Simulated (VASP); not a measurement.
# Bi (Im-3m) in VASP: further runs, part 2 of 2

VASP 6.6.1. Earlier steps stand in the parts before.

### 5 Single point, PBE

Contents of INCAR:

```
ALGO = Fast
EDIFF = 1E-6
ENCUT = 520
GGA = PE
ISIF = 2
ISMEAR = -1
LASPH = True
LCHARG = True
LELF = True
LREAL = False
LVHAR = True
LWAVE = False
NBANDS = 14
NELM = 80
PREC = Accurate
SIGMA = 0.05
```

Contents of KPOINTS:

```
k-points
0
Gamma
  7 7 7
```

Contents of POSCAR:

```
Bi
1.0
   -1.9814305318      1.9814305318      1.9814305318
    1.9814305318     -1.9814305318      1.9814305318
    1.9814305318      1.9814305318     -1.9814305318
Bi
1
Direct
    0.0000000000      0.0000000000      0.0000000000
```

Potentials or basis: VASP PAW PBE potentials, release 64 (Bi_d).

Started as:

```sh
cat potpaw_PBE.64/Bi_d/POTCAR > POTCAR
mpirun -np 1 vasp_std > vasp.out
```

OUTCAR:

```text
EDIFF = 1E-6
   ENCUT = 520
   GGA = PE
   ISIF = 2
   ISMEAR = -1
   LASPH = True
   LREAL = False
   NELM = 80
   PREC = Accurate

 ion  position               nearest neighbor table
   1  0.000  0.000  0.000-

  LATTYP: Found a body centered cubic cell.
 ALAT       =     3.9628610636

  Lattice vectors:

 A1 = (  -1.9814305318,   1.9814305318,   1.9814305318)
 A2 = (   1.9814305318,  -1.9814305318,   1.9814305318)
 A3 = (   1.9814305318,   1.9814305318,  -1.9814305318)

Analysis of symmetry for initial positions (statically):
=====================================================================
 Subroutine PRICEL returns:
 Original cell was already a primitive cell.

 Routine SETGRP: Setting up the symmetry group for a
 body centered cubic supercell.

 Subroutine GETGRP returns: Found 48 space group operations
[... 9 lines left out ...]

 Routine SETGRP: Setting up the symmetry group for a
 body centered cubic supercell.

 Subroutine GETGRP returns: Found 48 space group operations
[... 11 lines left out ...]
                                     Primitive cell

  volume of cell :      31.1169

  direct lattice vectors                    reciprocal lattice vectors
    -1.981430532  1.981430532  1.981430532     0.000000000  0.252342937  0.252342937
     1.981430532 -1.981430532  1.981430532     0.252342937  0.000000000  0.252342937
     1.981430532  1.981430532 -1.981430532     0.252342937  0.252342937  0.000000000

  length of vectors
     3.431938353  3.431938353  3.431938353     0.356866804  0.356866804  0.356866804

  position of ions in fractional coordinates (direct lattice)
     0.000000000  0.000000000  0.000000000

  ion indices of the primitive-cell ions
   primitive index   ion index
                 1           1

----------------------------------------------------------------------------------------

 KPOINTS: k-points

Automatic generation of k-mesh.
 Grid dimensions read from file:
 generate k-points for:    7    7    7

 Generating k-lattice:

  Cartesian coordinates                     Fractional coordinates (reciprocal lattice)
     0.000000000  0.036048991  0.036048991     0.142857143  0.000000000  0.000000000
     0.036048991  0.000000000  0.036048991     0.000000000  0.142857143  0.000000000
     0.036048991  0.036048991  0.000000000     0.000000000  0.000000000  0.142857143

  Length of vectors
     0.050980972  0.050980972  0.050980972

  Shift w.r.t. Gamma in fractional coordinates (k-lattice)
     0.000000000  0.000000000  0.000000000

 Subroutine IBZKPT returns following result:
 ===========================================

 Found     20 irreducible k-points:

 Following reciprocal coordinates:
            Coordinates               Weight
  0.000000  0.000000  0.000000      1.000000
  0.142857  0.000000  0.000000     12.000000
  0.285714  0.000000  0.000000     12.000000
  0.428571  0.000000  0.000000     12.000000
  0.142857  0.142857  0.000000     24.000000
  0.285714  0.142857 -0.000000     48.000000
[... 12 lines left out ...]
 -0.428571 -0.428571  0.285714      8.000000
 -0.428571  0.428571  0.428571      6.000000
   k-points           NKPTS =     20   k-points in BZ     NKDIM =     20   number of bands    NBANDS=     14
   number of dos      NEDOS =    301   number of ions     NIONS =      1
   total plane-waves  NPLWV =  21952
   dimension x,y,z NGX =    28 NGY =   28 NGZ =   28
   dimension x,y,z NGXF=    56 NGYF=   56 NGZF=   56
   ions per type =               1
   NGX,Y,Z   is equivalent  to a cutoff of  13.56, 13.56, 13.56 a.u.
   NGXF,Y,Z  is equivalent  to a cutoff of  27.13, 27.13, 27.13 a.u.
 SYSTEM =  unknown system
   PREC   = accura    normal or accurate (medium, high low for compatibility)
   ISTART =      0    job   : 0-new  1-cont  2-samecut
   ICHARG =      2    charge: 1-file 2-atom 10-const
   ISPIN  =      1    spin polarized calculation?
   LNONCOLLINEAR =      F non collinear calculations
   LSORBIT =      F    spin-orbit coupling
   LASPH  =      T    aspherical Exc in radial PAW
   ENCUT  =  520.0 eV  38.22 Ry    6.18 a.u.   6.38  6.38  6.38*2*pi/ulx,y,z
   NELM   =     80;   NELMIN=  2; NELMDL= -5     # of ELM steps
   EDIFF  = 0.1E-05   stopping-criterion for ELM
   LREAL  =      F    real-space projection
   EDIFFG = 0.1E-04   stopping-criterion for IOM
   NSW    =      0    number of steps for IOM
   IBRION =     -1    ionic relax: 0-MD 1-quasi-New 2-CG
[... 8 lines left out ...]
   EMIN   =  10.00;   EMAX   =-10.00  energy-range for DOS
   EFERMI =   0.00;   METHOD = LEGACY
   ISMEAR =    -1;   SIGMA  =   0.05  broadening in eV -4-tet -1-fermi 0-gaus
   EFERMI_NEDOS =   21; number of points for ismear=-14 and -15
   IALGO  =     68    algorithm
   IMIX   =      4    mixing-type and parameters
     AMIX     =   0.40;   BMIX     =  1.00
     AMIX_MAG =   1.60;   BMIX_MAG =  1.00
  volume/ion in A,a.u.               =      31.12       209.99
  Fermi-wavevector in a.u.,A,eV,Ry     =   1.283630  2.425708 22.418388  1.647705
  Thomas-Fermi vector in A             =   2.415871
   LORBIT       =      0    0 simple, 1 ext, 2 COOP (PROOUT), +10 PAW based schemes
   GGA     = PE    functional components
   LHFCALC =     F    Hartree Fock is set to
   AEXX    =    0.0000 exact exchange contribution
   IVDW    =     0    specifies the selected vdW correction
   LEPSILON=     F    determine dielectric tensor
   LRPA    =     F    only Hartree local field effects (RPA)
 non-spin polarized calculation
 RMM-DIIS sequential band-by-band and
  energy-cutoff  :      520.00
  volume of cell :       31.12
 maximum number of plane-waves:       887
 NGX is ok and might be reduce to    28
   NGX = 13   NGY = 13   NGZ = 13

 number of electron      14.9999994 magnetization

 Free energy of the ion-electron system (eV)
  ---------------------------------------------------
  ext. energy  EPLUGINS =         0.00000000
  ---------------------------------------------------
  free energy    TOTEN  =        -3.71974324 eV

  energy without entropy =       -3.71114929  energy(sigma->0) =       -3.71544626

 E-fermi :   7.8700     XC(G=0): -10.2898

 val. band max:        7.8406458379   @ k =  -0.4286   0.4286   0.2857
 cond. band min:       8.0936210872   @ k =  -0.2857   0.2857   0.2857
 fundamental gap:      0.2529752492
 Fermi energy:         7.8700207355

 k-point     1 :       0.0000    0.0000    0.0000
  band No.  band energies     occupation
      1     -15.0991      2.00000
      2     -15.0991      2.00000
      3     -15.0991      2.00000
      4     -14.9699      2.00000
      5     -14.9699      2.00000
      6      -5.5949      2.00000
      7      13.0464      0.00000
      8      13.0464      0.00000
      9      13.0464      0.00000
     10      17.0535      0.00000
     11      18.3963      0.00000
     12      18.3963      0.00000
     13      18.3963      0.00000
     14      19.6053      0.00000

 k-point     2 :       0.1429    0.0000    0.0000
  band No.  band energies     occupation
      1     -15.1065      2.00000
      2     -15.0867      2.00000
      3     -15.0600      2.00000
      4     -14.9780      2.00000
      5     -14.9712      2.00000
      6      -5.2248      2.00000
      7      10.1518      0.00000
      8      12.0717      0.00000
      9      12.7189      0.00000
     10      16.2568      0.00000
     11      17.1751      0.00000
     12      18.1111      0.00000
     13      19.0756      0.00000
     14      21.0183      0.00000
[... 275 lines left out ...]
      1     -15.0797      2.00000
      2     -15.0797      2.00000
      3     -14.9812      2.00000
      4     -14.9152      2.00000
      5     -14.9152      2.00000
      6      -1.1507      2.00000
      7       5.3828      2.00000
      8       5.3828      2.00000
      9       8.1780      0.00421
     10      13.2349      0.00000
     11      13.2349      0.00000
     12      19.9045      0.00000
     13      23.6368      0.00000
     14      24.8429      0.00000

 k-point    20 :      -0.4286    0.4286    0.4286
  band No.  band energies     occupation
      1     -15.1021      2.00000
      2     -15.0950      2.00000
      3     -14.9189      2.00000
      4     -14.9189      2.00000
      5     -14.9163      2.00000
      6      -0.7680      2.00000
      7       5.8777      2.00000
      8       6.3498      2.00000
      9       6.3498      2.00000
     10      11.6042      0.00000
     11      12.5764      0.00000
     12      22.8462      0.00000
     13      24.3826      0.00000
     14      24.5025      0.00000

------------------------ aborting loop because EDIFF is reached ----------------------------------------

  FORCE on cell =-STRESS in cart. coord.  units (eV):
  Direction    XX          YY          ZZ          XY          YZ          ZX
  --------------------------------------------------------------------------------------
  -------------------------------------------------------------------------------------
  Total        0.3494568      0.3494568      0.3494568      0.0000000      0.0000000     -0.0000000
  in kB       17.9931648     17.9931648     17.9931648      0.0000000      0.0000000     -0.0000000
  external PRESSURE =      17.9931648 kB  Pullay stress =       0.0000000 kB

 VOLUME and BASIS-vectors are now :
 -----------------------------------------------------------------------------
  energy-cutoff  :      520.00
  volume of cell :       31.12
      direct lattice vectors                 reciprocal lattice vectors
    -1.981430532  1.981430532  1.981430532     0.000000000  0.252342937  0.252342937
     1.981430532 -1.981430532  1.981430532     0.252342937  0.000000000  0.252342937
     1.981430532  1.981430532 -1.981430532     0.252342937  0.252342937  0.000000000

 POSITION                                       TOTAL-FORCE (eV/Angst)
 -----------------------------------------------------------------------------------
      0.00000      0.00000      0.00000        -0.000000     -0.000000     -0.000000
 -----------------------------------------------------------------------------------
    total drift:                                0.000000      0.000000      0.000000

  FREE ENERGIE OF THE ION-ELECTRON SYSTEM (eV)
  ---------------------------------------------------
  free  energy   TOTEN  =        -3.7197432399 eV

  energy  without entropy=       -3.7111492851  energy(sigma->0) =       -3.71544626
```

Wall time 7 s (1 thread of AMD EPYC 9R45 (Zen 5), shared host); peak memory 0.12 GiB.

Results:

```
Free energy : -3.7197 eV
Pressure    : 1.8 GPa
```

Caveat: spin-orbit coupling is left out, which moves the levels of the heavy elements.

### 6 Single point, BLYP

This run uses another cell than the first one, of 29.25 Å³/atom, 0.940 times its volume.

Contents of INCAR:

```
SYSTEM = Bi
PREC = Accurate
ENCUT = 520
EDIFF = 1E-6
ISMEAR = -1
SIGMA = 0.05
LREAL = .FALSE.
LASPH = .TRUE.
NELM = 80
ALGO = Fast
ISIF = 2
LWAVE = .FALSE.
LCHARG = .TRUE.
GGA = B5
ALDAX = 1.0
AGGAX = 1.0
AGGAC = 1.0
ALDAC = 0.0
LELF = .TRUE.
LVHAR = .TRUE.
NBANDS = 14
```

Contents of KPOINTS:

```
regular mesh
0
G
  9 9 9
  0 0 0
```

Contents of POSCAR:

```
Bi
1.0
   -1.9409818243      1.9409818243      1.9409818243
    1.9409818243     -1.9409818243      1.9409818243
    1.9409818243      1.9409818243     -1.9409818243
Bi
1
Direct
    0.0000000000      0.0000000000      0.0000000000
```

Potentials or basis: VASP PAW PBE potentials, release 64 (Bi_d).

Started as:

```sh
cat potpaw_PBE.64/Bi_d/POTCAR > POTCAR
mpirun -np 1 vasp_std > vasp.out
```

OUTCAR:

```text
SYSTEM = Bi
   PREC = Accurate
   ENCUT = 520
   EDIFF = 1E-6
   ISMEAR = -1
   LREAL = .FALSE.
   LASPH = .TRUE.
   NELM = 80
   ISIF = 2
   GGA = B5

 ion  position               nearest neighbor table
   1  0.000  0.000  0.000-

  LATTYP: Found a body centered cubic cell.
 ALAT       =     3.8819636486

  Lattice vectors:

 A1 = (  -1.9409818243,   1.9409818243,   1.9409818243)
 A2 = (   1.9409818243,  -1.9409818243,   1.9409818243)
 A3 = (   1.9409818243,   1.9409818243,  -1.9409818243)

Analysis of symmetry for initial positions (statically):
[... 578 lines left out ...]
      7       4.6123      2.00000
      8       8.3271      2.00000
      9      12.0085      0.00000
     10      17.0632      0.00000
     11      18.5262      0.00000
     12      19.5434      0.00000
     13      21.1151      0.00000
     14      27.3795      0.00000

 [... further k-points ...]
[... 5 lines left out ...]
  --------------------------------------------------------------------------------------
  -------------------------------------------------------------------------------------
  Total        1.7827280      1.7827280      1.7827280     -0.0000000     -0.0000000      0.0000000
  in kB       97.6497795     97.6497795     97.6497795     -0.0000000     -0.0000000      0.0000000
  external PRESSURE =      97.6497795 kB  Pullay stress =       0.0000000 kB

 VOLUME and BASIS-vectors are now :
 -----------------------------------------------------------------------------
  energy-cutoff  :      520.00
  volume of cell :       29.25
      direct lattice vectors                 reciprocal lattice vectors
    -1.940981824  1.940981824  1.940981824     0.000000000  0.257601588  0.257601588
     1.940981824 -1.940981824  1.940981824     0.257601588  0.000000000  0.257601588
     1.940981824  1.940981824 -1.940981824     0.257601588  0.257601588  0.000000000

 POSITION                                       TOTAL-FORCE (eV/Angst)
 -----------------------------------------------------------------------------------
      0.00000      0.00000      0.00000        -0.000000      0.000000     -0.000000
 -----------------------------------------------------------------------------------
    total drift:                                0.000000      0.000000      0.000000

  FREE ENERGIE OF THE ION-ELECTRON SYSTEM (eV)
  ---------------------------------------------------
  free  energy   TOTEN  =        -2.8524857420 eV

  energy  without entropy=       -2.8481282951  energy(sigma->0) =       -2.85030702
```

It took 20 s on 1 thread of AMD EPYC 9R45 (Zen 5), shared host; peak memory 0.12 GiB.

Results:

```
Free energy : -2.8525 eV
Pressure    : 9.8 GPa
```

Caveat: the PAW data sets were made with another functional, which shifts forces and pressure a little; spin-orbit coupling is left out, which moves the levels of the heavy elements.

### 7 Overview

```csv
task,level,cell,k mesh,cutoff (eV),gap on the mesh (eV),pressure (GPa),relaxed volume (Å³/atom)
relaxation of cell and atoms,RPBE+D4,"relaxed from a = 3.432 Å, angles 109.5°, 1 atom",9 × 9 × 9,600,none,0.0,29.92
relaxation of cell and atoms,RPBE+D3(BJ),"relaxed from a = 3.432 Å, angles 109.5°, 1 atom",9 × 9 × 9,600,none,0.0,22.51
relaxation of cell and atoms,BLYP,"relaxed from a = 3.432 Å, angles 109.5°, 1 atom",9 × 9 × 9,600,none,0.0,34.30
single point,PBE,"a = 3.432 Å, angles 109.5°, 1 atom",7 × 7 × 7,520,none,1.8,-
single point,BLYP,"a = 3.362 Å, angles 109.5°, 1 atom",9 × 9 × 9,520,none,9.8,-
```

Alike in all rows: potentials or basis VASP PAW PBE potentials, release 64 (Bi_d); no spin polarisation; smearing fermi-dirac 0.05 eV.

Caveats: spin-orbit coupling is left out, which moves the levels of the heavy elements; the PAW data sets were made with another functional, which shifts forces and pressure a little (some runs); pairwise dispersion overbinds metals, which lowers pressure and volume (some runs); the volume moved by over 15 % at a fixed basis, so the end points are rough (some runs).

Absolute energies hang on the potentials; compare differences alone.
